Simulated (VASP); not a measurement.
# Ru (Cmcm) in VASP: further runs

The runs below take Ru through single point, with PBEsol.

Everything below comes from runs of VASP 6.6.1. Logs are shortened: lines on timing, memory, paths and dates and some standing lists are left out, and cuts for length are marked.

## (1) The cell of the first run

Symmetry: Cmcm, No. 63, orthorhombic system. Conventional cell: a = 2.725 Å, b = 4.721 Å, c = 4.252 Å, α = 90.00°, β = 90.00°, γ = 90.00°. Ru (site symmetry m2m) has 12 Ru at 2.54 to 2.73 Å within 3.3 Å.

## (2) Single point, PBEsol (atoms displaced along a vibrational mode, the cell strained)

Input file INCAR:

```
SYSTEM = Ru
PREC = Accurate
ENCUT = 520
EDIFF = 1E-7
ISMEAR = 0
SIGMA = 0.15
LREAL = .FALSE.
LASPH = .TRUE.
NELM = 100
ALGO = Fast
ISIF = 2
LWAVE = .FALSE.
LCHARG = .FALSE.
GGA = PS
NBANDS = 21
```

Input file KPOINTS:

```
regular mesh
0
G
  18 18 10
  0 0 0
```

Input file POSCAR:

```
Ru
1.0
    2.7254575605      0.0000000000      0.0000000000
   -1.3627287802      2.3603154843      0.0000000000
    0.0000000000      0.0000000000      4.2523798378
Ru
2
Direct
    0.3533605057      0.7067210114      0.2500000000
    0.6466394943      0.2932789886      0.7500000000
```

Potentials or basis: VASP PAW PBE potentials, release 64 (Ru_pv).

On the command line:

```bash
> cat potpaw_PBE.64/Ru_pv/POTCAR > POTCAR
> mpirun -np 1 vasp_std > vasp.out
```

OUTCAR:

```text
SYSTEM = Ru
   PREC = Accurate
   ENCUT = 520
   EDIFF = 1E-7
   ISMEAR = 0
   LREAL = .FALSE.
   LASPH = .TRUE.
   NELM = 100
   ISIF = 2
   GGA = PS

 ion  position               nearest neighbor table
   1  0.353  0.707  0.250-   2 2.54   2 2.54   2 2.71   2 2.71   2 2.71   2 2.71
   2  0.647  0.293  0.750-   1 2.54   1 2.54   1 2.71   1 2.71   1 2.71   1 2.71

  LATTYP: Found a hexagonal cell.
 ALAT       =     2.7254575605
 C/A-ratio  =     1.5602443786

  Lattice vectors:

 A1 = (   2.7254575605,   0.0000000000,   0.0000000000)
 A2 = (  -1.3627287802,   2.3603154843,   0.0000000000)
 A3 = (   0.0000000000,   0.0000000000,   4.2523798378)

Analysis of symmetry for initial positions (statically):
=====================================================================
 Subroutine PRICEL returns:
 Original cell was already a primitive cell.

 Routine SETGRP: Setting up the symmetry group for a
 hexagonal supercell.

 Subroutine GETGRP returns: Found  8 space group operations
 (whereof  4 operations were pure point group operations)
 out of a pool of 24 trial point group operations.

The static configuration has the point symmetry C_2h.
 The point group associated with its full space group is D_2h.

Analysis of symmetry for dynamics (positions and initial velocities):
=====================================================================
 Subroutine PRICEL returns:
 Original cell was already a primitive cell.

 Routine SETGRP: Setting up the symmetry group for a
 hexagonal supercell.

 Subroutine GETGRP returns: Found  8 space group operations
 (whereof  4 operations were pure point group operations)
 out of a pool of 24 trial point group operations.

The dynamic configuration has the point symmetry C_2h.
 The point group associated with its full space group is D_2h.

 Subroutine INISYM returns: Found  8 space group operations
 (whereof  4 operations are pure point group operations),
 and found     1 'primitive' translations

----------------------------------------------------------------------------------------

                                     Primitive cell

  volume of cell :      27.3553

  direct lattice vectors                    reciprocal lattice vectors
     2.725457561  0.000000000  0.000000000     0.366910868  0.211836089  0.000000000
    -1.362728780  2.360315484  0.000000000     0.000000000  0.423672177  0.000000000
     0.000000000  0.000000000  4.252379838     0.000000000  0.000000000  0.235162436

  length of vectors
     2.725457561  2.725457560  4.252379838     0.423672177  0.423672177  0.235162436

  position of ions in fractional coordinates (direct lattice)
     0.353360506  0.706721011  0.250000000
     0.646639494  0.293278989  0.750000000

  ion indices of the primitive-cell ions
   primitive index   ion index
                 1           1
                 2           2

----------------------------------------------------------------------------------------

 KPOINTS: regular mesh

Automatic generation of k-mesh.
 Grid dimensions read from file:
 generate k-points for:   18   18   10

 Generating k-lattice:

  Cartesian coordinates                     Fractional coordinates (reciprocal lattice)
     0.020383937  0.011768672  0.000000000     0.055555556 -0.000000000  0.000000000
     0.000000000  0.023537343  0.000000000     0.000000000  0.055555556  0.000000000
     0.000000000  0.000000000  0.023516244     0.000000000  0.000000000  0.100000000

  Length of vectors
     0.023537343  0.023537343  0.023516244

  Shift w.r.t. Gamma in fractional coordinates (k-lattice)
     0.000000000  0.000000000  0.000000000

 Subroutine IBZKPT returns following result:
 ===========================================

 Found    546 irreducible k-points:

 Following reciprocal coordinates:
            Coordinates               Weight
  0.000000  0.000000  0.000000      1.000000
  0.055556  0.000000  0.000000      4.000000
  0.000000  0.055556  0.000000      2.000000
  0.111111  0.000000  0.000000      4.000000
  0.000000  0.111111  0.000000      2.000000
  0.166667  0.000000  0.000000      4.000000
[... 16 lines left out ...]
 -0.055556  0.166667  0.000000      4.000000
 -0.166667  0.111111  0.000000      4.000000
 [... further k-points ...]
   k-points           NKPTS =    546   k-points in BZ     NKDIM =    546   number of bands    NBANDS=     21
   number of dos      NEDOS =    301   number of ions     NIONS =      2
   total plane-waves  NPLWV =  12800
   dimension x,y,z NGX =    20 NGY =   20 NGZ =   32
   dimension x,y,z NGXF=    40 NGYF=   40 NGZF=   64
   ions per type =               2
   NGX,Y,Z   is equivalent  to a cutoff of  12.20, 12.20, 12.51 a.u.
   NGXF,Y,Z  is equivalent  to a cutoff of  24.40, 24.40, 25.02 a.u.
 SYSTEM =  Ru
   PREC   = accura    normal or accurate (medium, high low for compatibility)
   ISTART =      0    job   : 0-new  1-cont  2-samecut
   ICHARG =      2    charge: 1-file 2-atom 10-const
   ISPIN  =      1    spin polarized calculation?
   LNONCOLLINEAR =      F non collinear calculations
   LSORBIT =      F    spin-orbit coupling
   LASPH  =      T    aspherical Exc in radial PAW
   ENCUT  =  520.0 eV  38.22 Ry    6.18 a.u.   5.07  5.07  7.91*2*pi/ulx,y,z
   NELM   =    100;   NELMIN=  2; NELMDL= -5     # of ELM steps
   EDIFF  = 0.1E-06   stopping-criterion for ELM
   LREAL  =      F    real-space projection
   EDIFFG = 0.1E-05   stopping-criterion for IOM
   NSW    =      0    number of steps for IOM
   IBRION =     -1    ionic relax: 0-MD 1-quasi-New 2-CG
   NFREE  =      0    steps in history (QN), initial steepest desc. (CG)
   ISIF   =      2    stress and relaxation
   ISYM   =      2    0-nonsym 1-usesym 2-fastsym
   POTIM  = 0.5000    time-step for ionic-motion
   TEBEG  =    0.0;   TEEND  =   0.0 temperature during run
   PSTRESS=    0.0 pullay stress
   NELECT =      28.0000    total number of electrons
   NUPDOWN=      -1.0000    fix difference up-down
   EMIN   =  10.00;   EMAX   =-10.00  energy-range for DOS
   EFERMI =   0.00;   METHOD = LEGACY
   ISMEAR =     0;   SIGMA  =   0.15  broadening in eV -4-tet -1-fermi 0-gaus
   EFERMI_NEDOS =   21; number of points for ismear=-14 and -15
   IALGO  =     68    algorithm
   IMIX   =      4    mixing-type and parameters
     AMIX     =   0.40;   BMIX     =  1.00
     AMIX_MAG =   1.60;   BMIX_MAG =  1.00
  volume/ion in A,a.u.               =      13.68        92.30
  Fermi-wavevector in a.u.,A,eV,Ry     =   1.649860  3.117783 37.035559  2.722037
  Thomas-Fermi vector in A             =   2.738908
   LORBIT       =      0    0 simple, 1 ext, 2 COOP (PROOUT), +10 PAW based schemes
   GGA     = PS    functional components
   LHFCALC =     F    Hartree Fock is set to
   AEXX    =    0.0000 exact exchange contribution
   IVDW    =     0    specifies the selected vdW correction
   LEPSILON=     F    determine dielectric tensor
   LRPA    =     F    only Hartree local field effects (RPA)
 non-spin polarized calculation
 RMM-DIIS sequential band-by-band and
 Gauss-broadening in eV      SIGMA  =   0.15
  energy-cutoff  :      520.00
  volume of cell :       27.36
 maximum number of plane-waves:       751
   NGX = 11   NGY = 11   NGZ = 15

 number of electron      27.9999993 magnetization

 Free energy of the ion-electron system (eV)
  ---------------------------------------------------
  ext. energy  EPLUGINS =         0.00000000
  ---------------------------------------------------
  free energy    TOTEN  =       -20.20600260 eV

  energy without entropy =      -20.18586330  energy(sigma->0) =      -20.19593295

 E-fermi :  12.5984     XC(G=0): -14.2295

 val. band max:       12.5962702125   @ k =   0.5000   0.0000   0.4000
 cond. band min:      12.6017216042   @ k =  -0.0556   0.3333   0.0000
 fundamental gap:      0.0054513917
 Fermi energy:        12.5983715013

 k-point     1 :       0.0000    0.0000    0.0000
  band No.  band energies     occupation
      1     -31.0526      2.00000
      2     -30.1587      2.00000
      3     -30.0263      2.00000
      4     -29.9370      2.00000
      5     -29.9067      2.00000
      6     -29.8436      2.00000
[... 13 lines left out ...]
     20      22.8792      0.00000
     21      23.0600      0.00000

 k-point     2 :       0.0556    0.0000    0.0000
  band No.  band energies     occupation
      1     -31.0431      2.00000
      2     -30.1686      2.00000
      3     -30.0454      2.00000
      4     -29.9549      2.00000
      5     -29.9130      2.00000
      6     -29.8477      2.00000
[... 13 lines left out ...]
     20      22.8792      0.00000
     21      23.0472      0.00000

 k-point     3 :       0.0000    0.0556    0.0000
  band No.  band energies     occupation
      1     -31.0410      2.00000
      2     -30.1788      2.00000
      3     -30.0367      2.00000
      4     -29.9367      2.00000
      5     -29.9300      2.00000
      6     -29.8501      2.00000
[... 13 lines left out ...]
     20      22.8792      0.00000
     21      23.0456      0.00000

 k-point     4 :       0.1111    0.0000    0.0000
  band No.  band energies     occupation
      1     -31.0155      2.00000
      2     -30.2016      2.00000
      3     -30.0967      2.00000
      4     -30.0108      2.00000
      5     -29.9256      2.00000
      6     -29.8601      2.00000
[... 13 lines left out ...]
     20      22.8792      0.00000
     21      23.0095      0.00000

 k-point     5 :       0.0000    0.1111    0.0000
  band No.  band energies     occupation
      1     -31.0068      2.00000
      2     -30.2364      2.00000
      3     -30.0641      2.00000
      4     -29.9966      2.00000
      5     -29.9384      2.00000
      6     -29.8698      2.00000
[... 13 lines left out ...]
     20      22.8792      0.00000
     21      23.0061      0.00000
[... 382 lines left out ...]
     20      22.8792      0.00000
     21      23.0241      0.00000

 k-point    22 :       0.1111    0.0556    0.0000
  band No.  band energies     occupation
      1     -30.9825      2.00000
      2     -30.2594      2.00000
      3     -30.1368      2.00000
      4     -30.0341      2.00000
      5     -29.9476      2.00000
      6     -29.8794      2.00000
[... 13 lines left out ...]
     20      22.8791      0.00000
     21      22.9749      0.00000

 k-point    23 :      -0.0556    0.1667    0.0000
  band No.  band energies     occupation
      1     -30.9757      2.00000
      2     -30.2816      2.00000
      3     -30.1135      2.00000
      4     -30.0347      2.00000
      5     -29.9489      2.00000
      6     -29.8870      2.00000
[... 13 lines left out ...]
     20      22.8791      0.00000
     21      22.9752      0.00000

 k-point    24 :      -0.1667    0.1111    0.0000
  band No.  band energies     occupation
      1     -30.9927      2.00000
      2     -30.2183      2.00000
      3     -30.1520      2.00000
      4     -30.0725      2.00000
      5     -29.9341      2.00000
      6     -29.8681      2.00000
[... 13 lines left out ...]
     20      22.8791      0.00000
     21      22.9813      0.00000

 [... further k-points ...]

------------------------ aborting loop because EDIFF is reached ----------------------------------------

  FORCE on cell =-STRESS in cart. coord.  units (eV):
  Direction    XX          YY          ZZ          XY          YZ          ZX
  --------------------------------------------------------------------------------------
  -------------------------------------------------------------------------------------
  Total       -2.0602564     -1.1125739     -0.2116465     -0.0000000      0.0000000      0.0000000
  in kB     -120.6675017    -65.1625270    -12.3959586     -0.0000000      0.0000000      0.0000000
  external PRESSURE =     -66.0753291 kB  Pullay stress =       0.0000000 kB

 VOLUME and BASIS-vectors are now :
 -----------------------------------------------------------------------------
  energy-cutoff  :      520.00
  volume of cell :       27.36
      direct lattice vectors                 reciprocal lattice vectors
     2.725457561  0.000000000  0.000000000     0.366910868  0.211836089  0.000000000
    -1.362728780  2.360315484  0.000000000     0.000000000  0.423672177  0.000000000
     0.000000000  0.000000000  4.252379838     0.000000000  0.000000000  0.235162436

 POSITION                                       TOTAL-FORCE (eV/Angst)
 -----------------------------------------------------------------------------------
      0.00000      1.66808      1.06309        -0.000000     -1.239073      0.000000
      1.36273      0.69223      3.18928         0.000000      1.239073     -0.000000
 -----------------------------------------------------------------------------------
    total drift:                               -0.000000      0.000000     -0.000000

  FREE ENERGIE OF THE ION-ELECTRON SYSTEM (eV)
  ---------------------------------------------------
  free  energy   TOTEN  =       -20.2060026037 eV

  energy  without entropy=      -20.1858632955  energy(sigma->0) =      -20.19593295
```

Wall time 4 min (1 thread of Intel Xeon Platinum 8259CL at 2.50GHz (Skylake/Cascade Lake), shared host); peak memory 0.33 GiB.

Results:

| Property | Result |
| --- | --- |
| Free energy | -20.2060 eV |
| Pressure | -6.6 GPa |
| Largest force | 1.239 eV/Å |
| Band gap on the k mesh | zero (bands 14 and 15 overlap by 2.89 eV) |

Forces in eV/Å, atoms in the order of the input:
```
Ru   0.000 -1.239  0.000
Ru   0.000  1.239  0.000
```

Stress tensor (GPa, compression positive):
```
-12.07   0.00   0.00
  0.00  -6.52   0.00
  0.00   0.00  -1.24
```

Caveat: the cell differs from its parent crystal (atoms displaced along a vibrational mode, the cell strained); the stress differs along the axes, from -12 to -1 GPa; the PAW data sets were made with another functional, which shifts forces and pressure a little.

[end of part 1 of 2]
